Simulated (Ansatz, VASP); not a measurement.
## As in VASP and in Ansatz

```
CELL_PARAMETERS angstrom
2.70368 0.00000 0.00000
0.00000 2.70368 0.12667
0.00000 0.12667 2.70368
ATOMIC_POSITIONS crystal
As 0.50000 0.50000 0.50000
```

Change from the starting cell: strain +0.0937 x Voigt [0, 0, 0, 1, 0, 0], atoms carried along.

Alike in both runs: task single point; functional LDA; k mesh 18 × 18 × 18; occupations gaussian, width 0.15 eV; no spin polarisation.

```csv
,VASP,Ansatz
version,VASP 6.6.1,Ansatz 0.2.0
potentials or method,"VASP PAW LDA potentials, release 64 (As), cutoff 520 eV","scalar-relativistic, plane waves, PAW"
valence electrons in the cell,5,15
```

VASP gave:

- gap on the k mesh at the Fermi level (eV): none
- pressure (GPa): -2.4
- traceless stress, the component that is largest in VASP (GPa): -2.55

Which values does Ansatz return?

gap on the k mesh at the Fermi level (eV): none; pressure (GPa): -2.7; traceless stress, the component that is largest in VASP (GPa): -2.56.

LDA's correlation is that of Perdew and Zunger in VASP and of Perdew and Wang (1992) in Ansatz. A gap of «none» marks a metal or a gap that the smearing closes. VASP's potentials hold 5 valence electrons a cell and Ansatz's 15, so a difference there can come from the potentials and not from the codes.
